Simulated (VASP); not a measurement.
# RbBr (Pm-3m) in VASP: further runs

RbBr is run at these levels: PBEsol; tasks: elastic constants.

All numbers are computed with VASP 6.6.1; they aren't measurements. Logs are shortened: lines on timing, memory, paths and dates and some standing lists are left out, and cuts for length are marked.

## Step 1: The cell of the first run

Symmetry: Pm-3m, No. 221, cubic system. The conventional cell has a = 3.617 Å, b = 3.617 Å, c = 3.617 Å, α = 90.00°, β = 90.00°, γ = 90.00°. Within 4.1 Å of Rb (site symmetry m-3m) lie 8 Br at 3.13 Å and 6 Rb at 3.62 Å. Br (site symmetry m-3m) has 8 Rb at 3.13 Å and 6 Br at 3.62 Å within 4.1 Å.

## Step 2: Elastic constants, PBEsol

The input, INCAR:

```
SYSTEM = RbBr
PREC     = Accurate       ! precision mode
ENCUT    = 600            ! plane-wave cutoff, eV
EDIFF    = 1E-8           ! SCF threshold, eV
ISMEAR   = 0              ! smearing method
SIGMA    = 0.01           ! smearing width, eV
LREAL    = .False.        ! projectors in reciprocal space
LASPH    = .True.         ! aspherical terms in the spheres
NELM     = 60             ! most SCF steps
ALGO     = Normal         ! electronic algorithm
ISIF     = 3              ! what is computed and relaxed
LWAVE    = .False.        ! write WAVECAR
LCHARG   = .False.        ! write CHGCAR
GGA      = PS             ! functional
IBRION   = 6              ! ionic algorithm
NFREE    = 2            
POTIM    = 0.015          ! step
NSW      = 1              ! ionic steps
```

The input, KPOINTS:

```
Automatic mesh
0
Gamma
  6 6 6
  0 0 0
```

The input, POSCAR:

```
RbBr
1.0
    3.6171364673      0.0000000000      0.0000000000
    0.0000000000      3.6171364673      0.0000000000
    0.0000000000      0.0000000000      3.6171364673
Rb Br
1 1
Direct
    0.0000000000      0.0000000000      0.0000000000
    0.5000000000      0.5000000000      0.5000000000
```

Potentials or basis: VASP PAW PBE potentials, release 64 (Rb_sv, Br).

Launch:

```
$ cat potpaw_PBE.64/Rb_sv/POTCAR potpaw_PBE.64/Br/POTCAR > POTCAR
$ mpirun -np 1 vasp_std > vasp.out
```

OUTCAR:

```text
SYSTEM = RbBr
   PREC = Accurate
   ENCUT = 600
   EDIFF = 1E-8
   ISMEAR = 0
   LREAL = .False.
   LASPH = .True.
   NELM = 60
   ISIF = 3
   GGA = PS
   IBRION = 6
   NFREE = 2
   POTIM = 0.015
   NSW = 1

 ion  position               nearest neighbor table
   1  0.000  0.000  0.000-   2 3.13   2 3.13   2 3.13   2 3.13   2 3.13   2 3.13   2 3.13   2 3.13

   2  0.500  0.500  0.500-   1 3.13   1 3.13   1 3.13   1 3.13   1 3.13   1 3.13   1 3.13   1 3.13

  LATTYP: Found a simple cubic cell.
 ALAT       =     3.6171364673

  Lattice vectors:

 A1 = (   3.6171364673,   0.0000000000,   0.0000000000)
 A2 = (   0.0000000000,   3.6171364673,   0.0000000000)
 A3 = (   0.0000000000,   0.0000000000,   3.6171364673)

Analysis of symmetry for initial positions (statically):
=====================================================================
 Subroutine PRICEL returns:
 Original cell was already a primitive cell.

 Routine SETGRP: Setting up the symmetry group for a
 simple cubic supercell.

 Subroutine GETGRP returns: Found 48 space group operations
 (whereof 48 operations were pure point group operations)
 out of a pool of 48 trial point group operations.

The static configuration has the point symmetry O_h .

Analysis of symmetry for dynamics (positions and initial velocities):
=====================================================================
 Subroutine PRICEL returns:
 Original cell was already a primitive cell.

 Routine SETGRP: Setting up the symmetry group for a
 simple cubic supercell.

 Subroutine GETGRP returns: Found 48 space group operations
 (whereof 48 operations were pure point group operations)
 out of a pool of 48 trial point group operations.

The dynamic configuration has the point symmetry O_h .

 Subroutine INISYM returns: Found 48 space group operations
 (whereof 48 operations are pure point group operations),
[... 1058 lines left out ...]
      3      -7.2794      2.00000
      4      -6.8999      2.00000
      5      -6.8307      2.00000
      6       0.3753      2.00000
      7       1.1212      2.00000
      8       1.4762      2.00000
      9       7.1652      0.00000
     10       7.9950      0.00000
     11       8.9380      0.00000
     12      11.4790      0.00000

 [... further k-points ...]

------------------------ aborting loop because EDIFF is reached ----------------------------------------

  FORCE on cell =-STRESS in cart. coord.  units (eV):
  Direction    XX          YY          ZZ          XY          YZ          ZX
  --------------------------------------------------------------------------------------
  -------------------------------------------------------------------------------------
  Total        4.5106796      4.5127126      4.5127126      0.0000000      0.0000000      0.0000000
  in kB      152.7066246    152.7754510    152.7754510      0.0000000      0.0000000      0.0000000
  external PRESSURE =     152.7525089 kB  Pullay stress =       0.0000000 kB
[... 17 lines left out ...]
  FREE ENERGIE OF THE ION-ELECTRON SYSTEM (eV)
  ---------------------------------------------------
  free  energy   TOTEN  =        -5.6205691140 eV

  energy  without entropy=       -5.6205691140  energy(sigma->0) =       -5.62056911

 INTERNAL STRAIN TENSORS FROM STRAINED CELLS
 ============================================

 INTERNAL STRAIN TENSOR FOR ION    1 for displacements in x,y,z  (eV/Angst):
          X           Y           Z          XY          YZ          ZX
  --------------------------------------------------------------------------------
  x     0.00000     0.00000     0.00000     0.00000     0.00000     0.00000
  y     0.00000     0.00000     0.00000     0.00000     0.00000     0.00000
  z     0.00000     0.00000     0.00000     0.00000     0.00000     0.00000

 INTERNAL STRAIN TENSORS FROM DISPLACED ATOMS
 ============================================

 INTERNAL STRAIN TENSOR FOR ION    1 for displacements in x,y,z  (eV/Angst):
          X           Y           Z          XY          YZ          ZX
  --------------------------------------------------------------------------------
  x     0.00000     0.00000     0.00000     0.00000     0.00000     0.00000
  y     0.00000     0.00000     0.00000     0.00000     0.00000     0.00000
  z     0.00000     0.00000     0.00000     0.00000     0.00000     0.00000

 INTERNAL STRAIN TENSOR FOR ION    2 for displacements in x,y,z  (eV/Angst):
          X           Y           Z          XY          YZ          ZX
  --------------------------------------------------------------------------------
  x     0.00000     0.00000     0.00000     0.00000     0.00000     0.00000
  y     0.00000     0.00000     0.00000     0.00000     0.00000     0.00000
  z     0.00000     0.00000     0.00000     0.00000     0.00000     0.00000

 Eigenvectors and eigenvalues of the dynamical matrix
 ----------------------------------------------------

   1 f  =    5.067734 THz    31.841510 2PiTHz  169.041403 cm-1    20.958453 meV
             X         Y         Z           dx          dy          dz
      0.000000  0.000000  0.000000     0.695035   -0.000000   -0.000000
      1.808568  1.808568  1.808568    -0.718976    0.000000   -0.000000
[... 21 lines left out ...]
   6 f/i=    0.000523 THz     0.003286 2PiTHz    0.017443 cm-1     0.002163 meV
             X         Y         Z           dx          dy          dz
      0.000000  0.000000  0.000000     0.567787   -0.403500   -0.178133
      1.808568  1.808568  1.808568     0.548881   -0.390064   -0.172202

--------------------------------------------------------------------------------------------------------

 ELASTIC MODULI CONTR FROM IONIC RELAXATION (kBar)
 Direction    XX          YY          ZZ          XY          YZ          ZX
 --------------------------------------------------------------------------------
 XX           0.0000      0.0000      0.0000      0.0000      0.0000      0.0000
 YY           0.0000      0.0000      0.0000      0.0000      0.0000      0.0000
 ZZ           0.0000      0.0000      0.0000      0.0000      0.0000      0.0000
 XY           0.0000      0.0000      0.0000      0.0000      0.0000      0.0000
 YZ           0.0000      0.0000      0.0000      0.0000      0.0000      0.0000
 ZX           0.0000      0.0000      0.0000      0.0000      0.0000      0.0000
 --------------------------------------------------------------------------------

 TOTAL ELASTIC MODULI (kBar)
 Direction    XX          YY          ZZ          XY          YZ          ZX
 --------------------------------------------------------------------------------
 XX         941.8236    514.8193    514.8193      0.0000      0.0000     -0.0000
 YY         514.8193    941.8236    514.8193      0.0000     -0.0000      0.0000
 ZZ         514.8193    514.8193    941.8236      0.0000      0.0000     -0.0000
 XY           0.0000      0.0000      0.0000    498.2364      0.0000      0.0000
 YZ           0.0000     -0.0000      0.0000      0.0000    498.2364      0.0000
 ZX          -0.0000      0.0000     -0.0000      0.0000      0.0000    498.2364
 --------------------------------------------------------------------------------
```

OSZICAR:

```text
N       E                     dE             d eps       ncg     rms          rms(c)
DAV:   1     0.889475974222E+02    0.88948E+02   -0.84266E+03   480   0.139E+03
DAV:   2    -0.130600322591E+01   -0.90254E+02   -0.84102E+02   664   0.214E+02
[... 197 lines left out ...]
DAV:   2    -0.562065150083E+01   -0.23483E-02   -0.24950E-02  1092   0.946E-01    0.852E-02
DAV:   3    -0.562059750973E+01    0.53991E-04   -0.32551E-04  1340   0.122E-01    0.552E-02
DAV:   4    -0.562056732442E+01    0.30185E-04   -0.13922E-04  1080   0.774E-02    0.190E-02
DAV:   5    -0.562056908116E+01   -0.17567E-05   -0.18398E-05  1052   0.269E-02    0.452E-03
DAV:   6    -0.562056917127E+01   -0.90109E-07   -0.72633E-07  1124   0.716E-03    0.311E-03
DAV:   7    -0.562056911353E+01    0.57734E-07   -0.11610E-07  1136   0.270E-03    0.157E-03
DAV:   8    -0.562056911396E+01   -0.42951E-09   -0.46360E-08  1064   0.137E-03
  17 F= -.56205691E+01 E0= -.56205691E+01  d E =-.141628E-25
```

stdout:

```text
POSCAR found type information on POSCAR RbBr
 POSCAR found :  2 types and       2 ions
 scaLAPACK will be used
 -----------------------------------------------------------------------------
|                                                                             |
|                                                                             |
|     You enforced a specific xc type in the INCAR file but a different       |
|     I HOPE YOU KNOW WHAT YOU ARE DOING!                                     |
|                                                                             |
[... 33 lines left out ...]
 Finite differences progress:
 bond charge predicted
 Finite differences progress:
 bond charge predicted
 Finite differences progress:
 bond charge predicted
 Finite differences progress:
 bond charge predicted
 Finite differences progress:
 bond charge predicted
 Finite differences progress:
```

Wall time 7.5 min (1 thread of Oxide Virtual Turin-like, shared host); peak memory 0.22 GiB.

Results:

| Property | Result |
| --- | --- |
| Elastic constants C11, C12, C44 | 94, 51, 50 GPa |
| Voigt bulk modulus | 66 GPa |
| Highest phonon frequency at Γ, LO-TO splitting left out | 169 cm⁻¹ |

Phonon frequencies in cm⁻¹ (negative: imaginary):
```tsv
q point	frequencies
(0.000, 0.000, 0.000)	0 0 0 169 169 169
```

Elastic tensor in Voigt notation (GPa, in the Cartesian axes of the cell as first typed):
```
94 51 51  0  0  0
51 94 51  0  0  0
51 51 94  0  0  0
 0  0  0 50  0  0
 0  0  0  0 50  0
 0  0  0  0  0 50
```

Clamped-ion elastic tensor (GPa):
```
94 51 51  0  0  0
51 94 51  0  0  0
51 51 94  0  0  0
 0  0  0 50  0  0
 0  0  0  0 50  0
 0  0  0  0  0 50
```

Caveat: the cell is under stress, which shifts elastic constants; the PAW data sets were made with another functional, which shifts forces and pressure a little.

## Step 3: Elastic constants, PBEsol

This run uses another cell than the first one, of 25.43 Å³/atom.

The input, INCAR:

```
SYSTEM = RbBr
  PREC = Accurate
  ENCUT = 600
  EDIFF = 1E-8
  ISMEAR = 0
  SIGMA = 0.01
  LREAL = .False.
  LASPH = .True.
  NELM = 100
  ALGO = Normal
  ISIF = 3
  LWAVE = .False.
  LCHARG = .False.
  GGA = PS
  IBRION = 6
  NFREE = 2
  POTIM = 0.015
  NSW = 1
```

KPOINTS is that of step 2.

The input, POSCAR:

```
RbBr
1.0
    3.7049346666      0.0000000000      0.0000000000
    0.0000000000      3.7049346666      0.0000000000
    0.0000000000      0.0000000000      3.7049346666
Rb Br
1 1
Direct
    0.0000000000      0.0000000000      0.0000000000
    0.5000000000      0.5000000000      0.5000000000
```

Potentials or basis: VASP PAW PBE potentials, release 64 (Rb_sv, Br).

Launch:

```
$ cat potpaw_PBE.64/Rb_sv/POTCAR potpaw_PBE.64/Br/POTCAR > POTCAR
$ mpirun -np 1 vasp_std > vasp.out
```

Wall time 9.4 min (1 thread of Oxide Virtual Turin-like, shared host); peak memory 0.22 GiB.

The run converged. Its results:

```yaml
Elastic_constants_C11_C12_C44: 78, 38, 36 GPa
Voigt_bulk_modulus: 51 GPa
Highest_phonon_frequency_at_Γ_LO-TO_splitting_left_out: 148 cm⁻¹
```

Phonon frequencies in cm⁻¹ (negative: imaginary):
| q point | frequencies |
| --- | --- |
| (0.000, 0.000, 0.000) | 0 0 0 148 148 148 |

Elastic tensor in Voigt notation (GPa, in the Cartesian axes of the cell as first typed):
```
78 38 38  0  0  0
38 78 38  0  0  0
38 38 78  0  0  0
 0  0  0 36  0  0
 0  0  0  0 36  0
 0  0  0  0  0 36
```

Clamped-ion elastic tensor (GPa):
```
78 38 38  0  0  0
38 78 38  0  0  0
38 38 78  0  0  0
 0  0  0 36  0  0
 0  0  0  0 36  0
 0  0  0  0  0 36
```

Caveat: the cell is under stress, which shifts elastic constants; the PAW data sets were made with another functional, which shifts forces and pressure a little.
